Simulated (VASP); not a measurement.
Here is a VASP 6.6.1 calculation.

Contents of INCAR:

```
SYSTEM = Ge
ALGO = Normal ; EDIFF = 1E-6
ENCUT = 520 ; GGA = PS
ISIF = 2 ; ISMEAR = 0
LASPH = .TRUE. ; LCHARG = .FALSE.
LREAL = .FALSE. ; LWAVE = .FALSE.
NBANDS = 13 ; NELM = 80
PREC = Accurate ; SIGMA = 0.15
```

The input KPOINTS:

```
k-points
0
G
  20 20 18
  0 0 0
```

The input POSCAR:

```
Ge
1.0
    1.3622202750     -2.5355031000      0.0000000000
    1.3622202750      2.5355031000      0.0000000000
    0.0000000000      0.0000000000      2.5633194500
Ge
1
Direct
    0.5000000000      0.5000000000      0.0000000000
```

Potentials or basis: VASP PAW PBE potentials, release 64 (Ge_d).

Command:

```console
$ cat potpaw_PBE.64/Ge_d/POTCAR > POTCAR
$ mpirun -np 1 vasp_std > vasp.out
```

(1) What does it give for the pressure?

(2) Predict the band gap on the k mesh.

Results:

(1) 3.4 GPa.

(2) zero (band 7 reaches 14.65 eV, above the bottom of band 8 at 3.83 eV).

Caveat: the cell differs from its parent crystal (strain -0.025 along x and y, -0.050 along z); the PAW data sets were made with another functional, which shifts forces and pressure a little.
